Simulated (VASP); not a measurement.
# C16O31 (a cell with a defect) in VASP: electric field gradients with PBE

Aim: the electric field gradients of C16O31 (a cell with a defect) with PBE.

Program: VASP 6.6.1. These are calculated values, not measurements. Logs are shortened: lines on timing, memory, paths and dates and some standing lists are left out, and cuts for length are marked.

## 1. The cell of the first run

The cell holds a defect, 47 atoms: a = 10.183 Å, b = 10.183 Å, c = 10.183 Å, α = 120.29°, β = 120.29°, γ = 89.50°.

## 2. Electric field gradients, PBE (atoms taken out)

Input file INCAR:

```
PREC = Accurate
ENCUT = 520
EDIFF = 1E-8
ISMEAR = -1
SIGMA = 0.01
LREAL = Auto
LASPH = T
NELM = 100
ALGO = Normal
ISIF = 2
LWAVE = F
LCHARG = F
GGA = PE
LEFG = T
NELECT = 248.0
NBANDS = 154
```

Input file KPOINTS:

```
regular mesh
0
Gamma
  2 2 3
```

Input file POSCAR:

```
C16O31
1.0
   -5.0693110000      5.0693110000      7.2320250000
    5.0693110000     -5.0693110000      7.2320250000
    5.0693110000      5.0693110000     -7.2320250000
C O
16 31
Direct
    0.3806040000      0.8693960000      0.5000000000
    0.8806040000      0.3693960000      0.5000000000
    0.8806040000      0.8693960000      0.0000000000
    0.3806040000      0.3693960000      0.0000000000
    0.6193960000      0.1306040000      0.5000000000
    0.1193960000      0.6306040000      0.5000000000
    0.1193960000      0.1306040000      0.0000000000
    0.6193960000      0.6306040000      0.0000000000
    0.5056040000      0.5056040000      0.5112080000
    0.0056040000      0.0056040000      0.5112080000
    0.0056040000      0.5056040000      0.0112080000
    0.5056040000      0.0056040000      0.0112080000
    0.2443960000      0.2443960000      0.4887920000
    0.7443960000      0.7443960000      0.4887920000
    0.7443960000      0.2443960000      0.9887920000
    0.2443960000      0.7443960000      0.9887920000
    0.9201390000      0.0838285000      0.5112965000
    0.9201390000      0.5838285000      0.0112965000
    0.4201390000      0.0838285000      0.0112965000
    0.8225320000      0.6588425000      0.4887035000
    0.3225320000      0.1588425000      0.4887035000
    0.3225320000      0.6588425000      0.9887035000
    0.8225320000      0.1588425000      0.9887035000
    0.5338425000      0.5451390000      0.8363105000
    0.0338425000      0.0451390000      0.8363105000
    0.0338425000      0.5451390000      0.3363105000
    0.5338425000      0.0451390000      0.3363105000
    0.4588285000      0.4475320000      0.1636895000
    0.9588285000      0.9475320000      0.1636895000
    0.9588285000      0.4475320000      0.6636895000
    0.4588285000      0.9475320000      0.6636895000
    0.1661715000      0.3298610000      0.4887035000
    0.6661715000      0.8298610000      0.4887035000
    0.6661715000      0.3298610000      0.9887035000
    0.1661715000      0.8298610000      0.9887035000
    0.5911575000      0.4274680000      0.5112965000
    0.0911575000      0.9274680000      0.5112965000
    0.0911575000      0.4274680000      0.0112965000
    0.5911575000      0.9274680000      0.0112965000
    0.8024680000      0.7911715000      0.8363105000
    0.3024680000      0.2911715000      0.8363105000
    0.3024680000      0.7911715000      0.3363105000
    0.8024680000      0.2911715000      0.3363105000
    0.2048610000      0.2161575000      0.1636895000
    0.7048610000      0.7161575000      0.1636895000
    0.7048610000      0.2161575000      0.6636895000
    0.2048610000      0.7161575000      0.6636895000
```

Potentials or basis: VASP PAW PBE potentials, release 64 (C, O).

On the command line:

```console
$ cat potpaw_PBE.64/C/POTCAR potpaw_PBE.64/O/POTCAR > POTCAR
$ mpirun -np 1 vasp_std > vasp.out
```

OUTCAR:

```text
PREC = Accurate
   ENCUT = 520
   EDIFF = 1E-8
   ISMEAR = -1
   LREAL = Auto
   LASPH = T
   NELM = 100
   ISIF = 2
   GGA = PE
   NELECT = 248.0

 ion  position               nearest neighbor table
   1  0.381  0.869  0.500-  31 1.17  42 1.17
   2  0.881  0.369  0.500-  30 1.17  43 1.17
   3  0.881  0.869  0.000-  29 1.17  40 1.17
   4  0.381  0.369  0.000-  28 1.17  41 1.17
   5  0.619  0.131  0.500-  27 1.17  46 1.17
   6  0.119  0.631  0.500-  26 1.17  47 1.17
   7  0.119  0.131  0.000-  25 1.17  44 1.17
   8  0.619  0.631  0.000-  24 1.17  45 1.17
   9  0.506  0.506  0.511-  36 1.17
  10  0.006  0.006  0.511-  17 1.17  37 1.17
  11  0.006  0.506  0.011-  18 1.17  38 1.17
  12  0.506  0.006  0.011-  19 1.17  39 1.17
  13  0.244  0.244  0.489-  32 1.17  21 1.17
  14  0.744  0.744  0.489-  33 1.17  20 1.17
  15  0.744  0.244  0.989-  34 1.17  23 1.17
  16  0.244  0.744  0.989-  35 1.17  22 1.17
  17  0.920  0.084  0.511-  10 1.17
[... 28 lines left out ...]
  46  0.705  0.216  0.664-   5 1.17
  47  0.205  0.716  0.664-   6 1.17

  LATTYP: Found a body centered tetragonal cell.
 ALAT       =    10.1386220000
 C/A-ratio  =     1.4266287864

  Lattice vectors:

 A1 = (  -5.0693110000,   5.0693110000,   7.2320250000)
 A2 = (   5.0693110000,  -5.0693110000,   7.2320250000)
 A3 = (   5.0693110000,   5.0693110000,  -7.2320250000)

Analysis of symmetry for initial positions (statically):
=====================================================================
 Subroutine PRICEL returns:
 Original cell was already a primitive cell.

 Routine SETGRP: Setting up the symmetry group for a
 body centered tetragonal supercell.

 Subroutine GETGRP returns: Found  1 space group operations
 (whereof  1 operations were pure point group operations)
 out of a pool of 16 trial point group operations.

The static configuration has the point symmetry C_1 .

Analysis of symmetry for dynamics (positions and initial velocities):
=====================================================================
 Subroutine PRICEL returns:
 Original cell was already a primitive cell.

 Routine SETGRP: Setting up the symmetry group for a
 body centered tetragonal supercell.

 Subroutine GETGRP returns: Found  1 space group operations
 (whereof  1 operations were pure point group operations)
 out of a pool of 16 trial point group operations.

The dynamic configuration has the point symmetry C_1 .

 Subroutine INISYM returns: Found  1 space group operations
 (whereof  1 operations are pure point group operations),
 and found     1 'primitive' translations

----------------------------------------------------------------------------------------

                                     Primitive cell

  volume of cell :     743.3918

  direct lattice vectors                    reciprocal lattice vectors
    -5.069311000  5.069311000  7.232025000     0.000000000  0.098632733  0.069136929
     5.069311000 -5.069311000  7.232025000     0.098632733  0.000000000  0.069136929
     5.069311000  5.069311000 -7.232025000     0.098632733  0.098632733  0.000000000

  length of vectors
    10.183222163 10.183222163 10.183222163     0.120450534  0.120450534  0.139487749

  position of ions in fractional coordinates (direct lattice)
     0.380604000  0.869396000  0.500000000
     0.880604000  0.369396000  0.500000000
     0.880604000  0.869396000  0.000000000
     0.380604000  0.369396000  0.000000000
     0.619396000  0.130604000  0.500000000
     0.119396000  0.630604000  0.500000000
[... 39 lines left out ...]
     0.704861000  0.216157500  0.663689500
     0.204861000  0.716157500  0.663689500

  ion indices of the primitive-cell ions
   primitive index   ion index
                 1           1
                 2           2
                 3           3
                 4           4
                 5           5
                 6           6
[... 39 lines left out ...]
                46          46
                47          47

[... 82 lines left out ...]
   ISIF   =      2    stress and relaxation
   ISYM   =      2    0-nonsym 1-usesym 2-fastsym
   POTIM  = 0.5000    time-step for ionic-motion
   TEBEG  =    0.0;   TEEND  =   0.0 temperature during run
   PSTRESS=    0.0 pullay stress
   NELECT =     248.0000    total number of electrons
   NUPDOWN=      -1.0000    fix difference up-down
   EMIN   =  10.00;   EMAX   =-10.00  energy-range for DOS
   EFERMI =   0.00;   METHOD = LEGACY
   ISMEAR =    -1;   SIGMA  =   0.01  broadening in eV -4-tet -1-fermi 0-gaus
   EFERMI_NEDOS =   21; number of points for ismear=-14 and -15
   IALGO  =     38    algorithm
   IMIX   =      4    mixing-type and parameters
     AMIX     =   0.40;   BMIX     =  1.00
     AMIX_MAG =   1.60;   BMIX_MAG =  1.00
  volume/ion in A,a.u.               =      15.82       106.74
  Fermi-wavevector in a.u.,A,eV,Ry     =   1.135410  2.145614 17.540037  1.289156
  Thomas-Fermi vector in A             =   2.272115
   LORBIT       =      0    0 simple, 1 ext, 2 COOP (PROOUT), +10 PAW based schemes
   GGA     = PE    functional components
   LHFCALC =     F    Hartree Fock is set to
   AEXX    =    0.0000 exact exchange contribution
   IVDW    =     0    specifies the selected vdW correction
   LEPSILON=     F    determine dielectric tensor
   LRPA    =     F    only Hartree local field effects (RPA)
 non-spin polarized calculation
  energy-cutoff  :      520.00
  volume of cell :      743.39
 maximum number of plane-waves:     20054
 NGX is ok and might be reduce to    80
   NGX = 37   NGY = 37   NGZ = 37

 number of electron     248.0000037 magnetization

 Free energy of the ion-electron system (eV)
  ---------------------------------------------------
  ext. energy  EPLUGINS =         0.00000000
  ---------------------------------------------------
  free energy    TOTEN  =      -351.75167222 eV

  energy without entropy =     -351.73547963  energy(sigma->0) =     -351.74357593

 E-fermi :  -4.2047     XC(G=0):  -7.5142

 val. band max:       -4.2093538326   @ k =   0.5000   0.5000   0.3333
 cond. band min:      -4.2036099775   @ k =  -0.0000   0.5000   0.0000
 fundamental gap:      0.0057438551
 Fermi energy:        -4.2047135361

 k-point     1 :       0.0000    0.0000    0.0000
  band No.  band energies     occupation
      1     -24.6820      2.00000
      2     -24.5734      2.00000
      3     -24.5703      2.00000
      4     -24.5659      2.00000
      5     -24.5612      2.00000
      6     -24.5595      2.00000
[... 1101 lines left out ...]
    135       3.8277      0.00000
    136       3.8588      0.00000
 [bands above 136 left out]

------------------------ aborting loop because EDIFF is reached ----------------------------------------

  FORCE on cell =-STRESS in cart. coord.  units (eV):
  Direction    XX          YY          ZZ          XY          YZ          ZX
  --------------------------------------------------------------------------------------
  -------------------------------------------------------------------------------------
  Total       -6.7641542     -6.7808062     -4.9461770      2.3835531     -0.0995497      0.1582469
  in kB      -14.5782804    -14.6141692    -10.6601288      5.1370955     -0.2145521      0.3410578
  external PRESSURE =     -13.2841928 kB  Pullay stress =       0.0000000 kB

 VOLUME and BASIS-vectors are now :
 -----------------------------------------------------------------------------
  energy-cutoff  :      520.00
  volume of cell :      743.39
      direct lattice vectors                 reciprocal lattice vectors
    -5.069311000  5.069311000  7.232025000     0.000000000  0.098632733  0.069136929
     5.069311000 -5.069311000  7.232025000     0.098632733  0.000000000  0.069136929
     5.069311000  5.069311000 -7.232025000     0.098632733  0.098632733  0.000000000

 POSITION                                       TOTAL-FORCE (eV/Angst)
 -----------------------------------------------------------------------------------
      5.01249      0.05682      5.42402        -0.020841     -0.017082      0.013389
     -0.05682      5.12613      5.42402        -0.034226      0.002407      0.016180
     -0.05682      0.05682     12.65604        -0.025162     -0.054401     -0.000262
     -0.05682      0.05682      5.42402         0.055322      0.029056     -0.001105
      0.05682      5.01249      1.80801        -0.038566      0.000749     -0.026208
      5.12613     -0.05682      1.80801        -0.006146     -0.014517     -0.009894
[... 39 lines left out ...]
      0.88706      5.84184      1.86101         0.097586      0.131124     -0.015913
      5.95637      0.77253      1.86101         0.077359      0.153250     -0.000640
 -----------------------------------------------------------------------------------
    total drift:                                0.002136      0.000474     -0.001747

  FREE ENERGIE OF THE ION-ELECTRON SYSTEM (eV)
  ---------------------------------------------------
  free  energy   TOTEN  =      -351.7516722205 eV

  energy  without entropy=     -351.7354796345  energy(sigma->0) =     -351.74357593

 Electric field gradients (V/A^2)
---------------------------------------------------------------------
 ion       V_xx      V_yy      V_zz      V_xy      V_xz      V_yz
---------------------------------------------------------------------
   1     -12.303   -12.287    24.590   -36.727     2.292     2.353
   2     -12.274   -12.287    24.561   -36.763     2.358     2.289
   3     -12.272   -12.266    24.538   -36.762     2.326     2.479
   4     -12.287   -12.279    24.566   -36.788     2.196     2.313
   5     -12.278   -12.295    24.573   -36.751    -2.383    -2.264
   6     -12.288   -12.282    24.571   -36.746    -2.323    -2.320
[... 39 lines left out ...]
  46      21.597    21.017   -42.614    41.415     0.979     5.596
  47      22.129    20.270   -42.399    41.629     4.390     1.962
---------------------------------------------------------------------

 Electric field gradients after diagonalization (V/A^2)
 (convention: |V_zz| > |V_xx| > |V_yy|)
----------------------------------------------------------------------
 ion       V_xx      V_yy      V_zz     asymmetry (V_yy - V_xx)/ V_zz
----------------------------------------------------------------------
   1      24.743    24.426   -49.169       0.006
   2      24.718    24.472   -49.190       0.005
   3      24.741    24.446   -49.187       0.006
   4      24.734    24.475   -49.208       0.005
   5      24.744    24.439   -49.183       0.006
   6      24.717    24.461   -49.178       0.005
[... 39 lines left out ...]
  46     -43.282   -19.645    62.927       0.376
  47     -42.716   -20.316    63.032       0.355
----------------------------------------------------------------------

           NMR quadrupolar parameters

 Cq : quadrupolar parameter    Cq=e*Q*V_zz/h
 eta: asymmetry parameters     (V_yy - V_xx)/ V_zz
 Q  : nuclear electric quadrupole moment in mb (millibarn)
----------------------------------------------------------------------
 ion       Cq(MHz)       eta       Q (mb)
----------------------------------------------------------------------
   1      -0.119       0.006       1.000
   2      -0.119       0.005       1.000
   3      -0.119       0.006       1.000
   4      -0.119       0.005       1.000
   5      -0.119       0.006       1.000
   6      -0.119       0.005       1.000
[... 39 lines left out ...]
  46       0.152       0.376       1.000
  47       0.152       0.355       1.000
----------------------------------------------------------------------
```

Run time: 47 min. Hardware: 1 thread of Intel Xeon 6975P-C (Granite Rapids), shared host; peak memory 1.2 GiB.

Results:

```yaml
Free_energy: -351.7517 eV
Largest_force: 3.338 eV/Å
Largest_electric_field_gradient_by_atom: C -49.2, -90.4, -49.3 (each value once); O +62.3, +62.2, +62.5, +61.0, +62.0, +63.1, +62.9, +63.0, +62.1, -44.7, +63.2, +61.1 (each value once) V/Å²
```

Forces in eV/Å, atoms in the order of the input:
```
C   -0.021 -0.017  0.013
C   -0.034  0.002  0.016
C   -0.025 -0.054  0.000
C    0.055  0.029 -0.001
C   -0.039  0.001 -0.026
C   -0.006 -0.015 -0.010
C    0.050  0.029  0.005
C   -0.029 -0.045  0.010
C   -2.298  2.307  0.164
C   -0.023  0.026  0.001
C   -0.006  0.007  0.000
C    0.004  0.000  0.000
C   -0.001  0.002  0.044
C    0.017 -0.015 -0.040
C   -0.005  0.005  0.000
C   -0.005  0.006  0.000
O    0.100 -0.144  0.018
O    0.093 -0.136  0.018
O    0.091 -0.130  0.019
O   -0.094  0.139  0.023
O   -0.088  0.130  0.005
O   -0.083  0.128  0.018
O   -0.085  0.127  0.018
O   -0.110 -0.088 -0.024
O   -0.168 -0.122  0.014
O   -0.140 -0.082  0.025
O   -0.123 -0.078  0.017
O    0.093  0.071  0.055
O    0.162  0.122  0.016
O    0.138  0.089  0.017
O    0.117  0.120 -0.008
O    0.136 -0.090 -0.014
O    0.126 -0.082 -0.011
O    0.132 -0.090 -0.020
O    0.136 -0.090 -0.018
O    2.336 -2.378 -0.173
O   -0.124  0.082 -0.019
O   -0.132  0.090 -0.019
O   -0.139  0.095 -0.018
O   -0.074 -0.098  0.027
O   -0.126 -0.166 -0.014
O   -0.095 -0.120 -0.029
O   -0.082 -0.122 -0.015
O    0.073  0.109 -0.052
O    0.120  0.161 -0.018
O    0.098  0.131 -0.016
O    0.077  0.153 -0.001
```

Levels at points of the mesh, in eV from the Fermi level:
| k point | band 121 | band 122 | band 123 | band 124 | band 125 | band 126 | band 127 | band 128 |
| --- | --- | --- | --- | --- | --- | --- | --- | --- |
| (0.00, 0.00, 0.00) | -0.09 | -0.08 | -0.07 | -0.02 | 0.10 | 6.50 | 6.65 | 6.87 |
| (0.50, 0.00, 0.00) | -0.10 | -0.09 | -0.02 | -0.01 | 0.02 | 6.49 | 6.63 | 7.51 |
| (0.00, 0.50, 0.00) | -0.10 | -0.09 | -0.04 | 0.00 | 0.03 | 6.49 | 6.63 | 7.51 |
| (0.50, 0.50, 0.00) | -0.04 | -0.03 | -0.03 | -0.02 | -0.01 | 6.50 | 6.65 | 7.59 |

Electric field gradients, principal values (V/Å²):
```csv
atom,least,middle,greatest (by size)
1 C,24.426,24.743,-49.169
2 C,24.472,24.718,-49.190
3 C,24.446,24.741,-49.187
4 C,24.475,24.734,-49.208
5 C,24.439,24.744,-49.183
6 C,24.461,24.717,-49.178
7 C,24.486,24.713,-49.199
8 C,24.413,24.764,-49.177
9 C,45.044,45.309,-90.353
10 C,24.532,24.672,-49.204
11 C,24.539,24.671,-49.210
12 C,24.560,24.649,-49.209
13 C,24.587,24.664,-49.251
14 C,24.591,24.656,-49.247
15 C,24.540,24.668,-49.208
16 C,24.547,24.662,-49.208
17 O,-18.020,-44.234,62.254
18 O,-18.017,-44.288,62.305
19 O,-17.796,-44.499,62.295
20 O,-17.016,-45.238,62.255
21 O,-16.848,-45.315,62.163
22 O,-17.849,-44.637,62.486
23 O,-17.996,-44.493,62.489
24 O,-25.229,-35.755,60.984
25 O,-21.728,-40.294,62.022
26 O,-20.467,-42.666,63.133
27 O,-20.020,-43.052,63.072
28 O,-20.614,-40.426,61.040
29 O,-21.550,-40.463,62.013
30 O,-19.620,-43.274,62.893
31 O,-20.310,-42.723,63.033
32 O,-16.989,-45.068,62.057
33 O,-16.934,-45.182,62.117
34 O,-17.982,-44.533,62.515
35 O,-17.841,-44.668,62.510
36 O,18.549,26.110,-44.659
37 O,-18.770,-43.734,62.505
38 O,-18.096,-44.218,62.314
39 O,-17.665,-44.559,62.224
40 O,-21.554,-39.423,60.977
41 O,-21.001,-41.026,62.026
42 O,-20.549,-42.686,63.235
43 O,-19.979,-43.019,62.998
44 O,-21.597,-39.487,61.084
45 O,-24.762,-37.207,61.969
46 O,-19.645,-43.282,62.927
47 O,-20.316,-42.716,63.032
```

Caveat: the cell carries a net charge on a neutralising background, which shifts energy and pressure; the cell differs from its parent crystal (atoms taken out); the cell is charged against a uniform background, so pressure and absolute levels hang on convention; without QUAD_EFG the Cq values of the log hold for a quadrupole moment of 1 mb, not for the nuclei.
